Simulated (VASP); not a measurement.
Cs3Cu:

```
CELL_PARAMETERS angstrom
5.26291 0.00000 0.00000
0.00000 5.26291 0.00000
0.00000 0.00000 5.26291
ATOMIC_POSITIONS crystal
Cs 0.00000 0.50000 0.50000
Cs 0.50000 0.00000 0.50000
Cs 0.50000 0.50000 0.00000
Cu 0.00000 0.00000 0.00000
```

```yaml
Program: VASP 6.6.1
Task: relaxation of cell and atoms
Functional: PBE
Potentials_or_basis: VASP PAW PBE potentials, release 64 (Cs_sv, Cu)
Cutoff: 600 eV
k_mesh: 4 × 4 × 4
Occupations: gaussian, width 0.1 eV
Spin: no spin polarisation
```

At the start: pressure 5.1 GPa; volume 36.44 Å³/atom.

Problem. Where does the relaxation end?

Solution. Over 5 steps the energy falls by 322.9 meV/atom and the volume is 66.96 Å³/atom (+83.7 %); space group Pm-3m (No. 221, to 0.05 Å).

The path:
| step | energy change (eV) | largest force (eV/Å) | pressure (GPa) | volume (Å³) |
| --- | --- | --- | --- | --- |
| 1 | 0.0000 | 0.0000 | 5.05 | 145.77 |
| 2 | -0.6326 | 0.0000 | 2.98 | 171.38 |
| 3 | -1.2559 | 0.0000 | 0.44 | 239.89 |
| 4 | -1.2891 | 0.0000 | 0.10 | 260.22 |
| 5 | -1.2915 | 0.0000 | 0.00 | 267.85 |

Final structure:
```xyz
4
Lattice="6.4461 0.0000 0.0000 0.0000 6.4461 0.0000 0.0000 0.0000 6.4461" Properties=species:S:1:pos:R:3 pbc="T T T"
Cs    0.0000    3.2231    3.2231
Cs    3.2231    0.0000    3.2231
Cs    3.2231    3.2231    0.0000
Cu    0.0000    0.0000    0.0000
```

Caveat: the volume moved by over 15 % at a fixed basis, so the end points are rough.
